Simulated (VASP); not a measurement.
Input of a VASP 6.6.1 run:

Contents of INCAR:

```
SYSTEM = Sn
PREC = Accurate ; ENCUT = 500
EDIFF = 1E-7 ; ISMEAR = 0
SIGMA = 0.1 ; LREAL = .FALSE.
LASPH = .TRUE. ; NELM = 120
ALGO = Normal ; ISIF = 4
LWAVE = .FALSE. ; LCHARG = .FALSE.
GGA = PE ; IVDW = 12
IBRION = 2 ; NSW = 50
EDIFFG = -0.01 ; GGA_COMPAT = .FALSE.
NELMIN = 4
```

Contents of KPOINTS:

```
regular mesh
0
G
  16 16 16
  0 0 0
```

The input POSCAR:

```
Sn
1.0
   -2.9605198436      2.9605198436      1.5980107683
    2.9605198436     -2.9605198436      1.5980107683
    2.9605198436      2.9605198436     -1.5980107683
Sn
2
Direct
    0.0000000000      0.0000000000      0.0000000000
    0.7500000000      0.2500000000      0.5000000000
```

Potentials or basis: VASP PAW PBE potentials, release 64 (Sn_d).

Command:

```bash
$ cat potpaw_PBE.64/Sn_d/POTCAR > POTCAR
$ mpirun -np 1 vasp_std > vasp.out
```

Predict the dispersion energy per atom.

-0.377 eV.

Estimate the band gap on the k mesh.

zero (band 14 reaches 9.12 eV, above the bottom of band 15 at 5.04 eV).

Final structure:
```
Sn
1.0
    -2.96052    2.96052    1.59801
     2.96052   -2.96052    1.59801
     2.96052    2.96052   -1.59801
Sn
2
Direct
  0.00000 0.00000 0.00000
  0.75000 0.25000 0.50000
```

Caveat: the relaxation stopped at its first step, so nothing moved; spin-orbit coupling is left out, which moves the levels of the heavy elements.
